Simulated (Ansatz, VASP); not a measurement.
Ge in VASP and in Ansatz

Contents of INCAR:

```
SYSTEM = Ge
PREC = Accurate ; ENCUT = 520
EDIFF = 1E-6 ; ISMEAR = 0
SIGMA = 0.15 ; LREAL = .FALSE.
LASPH = .TRUE. ; NELM = 100
ALGO = Fast ; ISIF = 2
LWAVE = .FALSE. ; LCHARG = .TRUE.
GGA = PE ; LELF = .TRUE.
LVHAR = .TRUE. ; NBANDS = 66
```

File KPOINTS:

```
regular mesh
0
G
  15 15 4
  0 0 0
```

POSCAR

```
Ge
1.0
    4.0130515014      0.0000000000      0.0000000000
   -2.0065257507      3.4754045469      0.0000000000
    0.0000000000      0.0000000000     13.6897225868
Ge
8
Direct
    0.0000000000      0.0000000000      0.4039628952
    0.0000000000      0.0000000000      0.5960371048
    0.0000000000      0.0000000000      0.9039628952
    0.0000000000      0.0000000000      0.0960371048
    0.3333333333      0.6666666667      0.3442031336
    0.6666666667      0.3333333333      0.6557968664
    0.6666666667      0.3333333333      0.8442031336
    0.3333333333      0.6666666667      0.1557968664
```

Input for Ansatz:

```yaml
crystal:
  lattice:
    - [4.0130515014, 0.0, 0.0]
    - [-2.0065257507, 3.4754045469, 0.0]
    - [0.0, 0.0, 13.6897225868]
  atoms:
    - { symbol: Ge, position: [0.0, 0.0, 0.4039628952] }
    - { symbol: Ge, position: [0.0, 0.0, 0.5960371048] }
    - { symbol: Ge, position: [0.0, 0.0, 0.9039628952] }
    - { symbol: Ge, position: [0.0, 0.0, 0.0960371048] }
    - { symbol: Ge, position: [0.3333333333, 0.6666666667, 0.3442031336] }
    - { symbol: Ge, position: [0.6666666667, 0.3333333333, 0.6557968664] }
    - { symbol: Ge, position: [0.6666666667, 0.3333333333, 0.8442031336] }
    - { symbol: Ge, position: [0.3333333333, 0.6666666667, 0.1557968664] }
basis:
  ecutwfc: 420
kpoints:
  mp_grid: { grid: [15, 15, 4] }
hamiltonian:
  xc: pbe
scf:
  occupations: { method: gaussian, width: 0.15 }
output:
  forces: true
  stress: true
  eigenvalues: true
```

Alike in both runs: task single point; functional PBE; k mesh 15 × 15 × 4; occupations gaussian, width 0.15 eV; no spin polarisation.

|  | VASP | Ansatz |
| --- | --- | --- |
| version | VASP 6.6.1 | Ansatz 0.2.0 |
| potentials or method | VASP PAW PBE potentials, release 64 (Ge_d), cutoff 520 eV | scalar-relativistic, plane waves, PAW |
| valence electrons in the cell | 112 | 112 |

```csv
,VASP,Ansatz,Ansatz less VASP
gap on the k mesh at the Fermi level (eV),none,none,-
pressure (GPa),0.3,0.4,+0.07
"traceless stress, the component that is largest in VASP (GPa)",-4.42,-4.43,-0.014
rms of the force components (eV/Å),0.365,0.365,+0.0009
```

Atom by atom the forces differ by 0.001 eV/Å (rms over components). A gap of «none» marks a metal or a gap that the smearing closes. With one functional, cell and mesh, what is left measures potentials, basis and numerics.
